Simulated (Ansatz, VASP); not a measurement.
# SrTiO3: VASP beside Ansatz

INCAR

```
PREC = Accurate
ENCUT = 520
EDIFF = 1E-6
ISMEAR = 0
SIGMA = 0.05
LREAL = False
LASPH = True
NELM = 60
ALGO = Normal
ISIF = 2
LWAVE = False
LCHARG = True
GGA = PE
LELF = True
LVHAR = True
NBANDS = 28
```

The input KPOINTS:

```
regular mesh
0
Gamma
  8 8 8
```

Contents of POSCAR:

```
SrTiO3
1.0
    4.0348136561      0.0000000000      0.0000000000
    0.0000000000      3.8379934777      0.0000000000
    0.0000000000      0.0000000000      3.9364035669
Sr Ti O
1 1 3
Direct
    0.0000000000      0.0000000000      0.0000000000
    0.5000000000      0.5000000000      0.5000000000
    0.0000000000      0.5000000000      0.5000000000
    0.5000000000      0.0000000000      0.5000000000
    0.5000000000      0.5000000000      0.0000000000
```

Input for Ansatz:

```yaml
crystal:
  lattice:
    - [4.0348136561, 0.0, 0.0]
    - [0.0, 3.8379934777, 0.0]
    - [0.0, 0.0, 3.9364035669]
  atoms:
    - { symbol: Sr, position: [0.0, 0.0, 0.0] }
    - { symbol: Ti, position: [0.5, 0.5, 0.5] }
    - { symbol: O, position: [0.0, 0.5, 0.5] }
    - { symbol: O, position: [0.5, 0.0, 0.5] }
    - { symbol: O, position: [0.5, 0.5, 0.0] }
basis:
  ecutwfc: 420
kpoints:
  mp_grid: { grid: [8, 8, 8] }
hamiltonian:
  xc: pbe
scf:
  occupations: { method: gaussian, width: 0.05 }
output:
  forces: true
  stress: true
  eigenvalues: true
```

Change from the starting cell: strain +0.0250 x Voigt [1, -1, 0, 0, 0, 0], atoms carried along.

Alike in both runs: task single point; functional PBE; k mesh 8 × 8 × 8; occupations gaussian, width 0.05 eV; no spin polarisation.

```csv
,VASP,Ansatz
version,VASP 6.6.1,Ansatz 0.2.0
potentials or method,"VASP PAW PBE potentials, release 64 (Sr_sv, Ti_sv, O), cutoff 520 eV","scalar-relativistic, plane waves, PAW"
valence electrons in the cell,40,40
```

```tsv
	VASP	Ansatz	Ansatz less VASP
gap on the k mesh at the Fermi level (eV)	1.72	1.76	+0.034
least direct gap on the mesh (eV)	2.12	2.14	+0.024
pressure (GPa)	1.3	0.6	-0.67
traceless stress, the component that is largest in VASP (GPa)	5.79	5.70	-0.093
```
